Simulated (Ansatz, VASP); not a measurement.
# Two plane-wave programs on Te

```xyz
3
Lattice="4.2341 -2.3712 0.0000 4.2341 2.3712 0.0000 -0.1305 0.0000 3.9573" Properties=species:S:1:pos:R:3 pbc="T T T"
Te    5.6364    0.0000    2.6712
Te    2.7013    0.0000    1.2861
Te    0.0000    0.0000    0.0000
```

Alike in both runs: task electric field gradients; functional LDA; k mesh 8 × 8 × 8; occupations fermi-dirac, width 0.05 eV; no spin polarisation.

```csv
,VASP,Ansatz
version,VASP 6.6.1,Ansatz 0.2.0
potentials or method,"VASP PAW LDA potentials, release 64 (Te)","PAW with Ansatz's default frozen-core files, scalar-relativistic"
plane-wave cutoff (eV),520,420
valence electrons in the cell,18,48
```

```csv
,VASP,Ansatz,Ansatz less VASP
pressure (GPa),4.8,4.7,-0.13
"traceless stress, the component that is largest in VASP (GPa)",1.04,1.14,+0.105
rms of the force components (eV/Å),0.217,0.212,-0.0052
size of Vzz on the site where it differs most (V/Å²),310.9,322.5,+11.63
```

LDA's correlation is that of Perdew and Zunger in VASP and of Perdew and Wang (1992) in Ansatz. Atom by atom the forces differ by 0.006 eV/Å (rms over components). VASP's potentials hold 18 valence electrons a cell and Ansatz's 48, so a difference there can come from the potentials and not from the codes.

Neither program's run includes spin-orbit coupling.
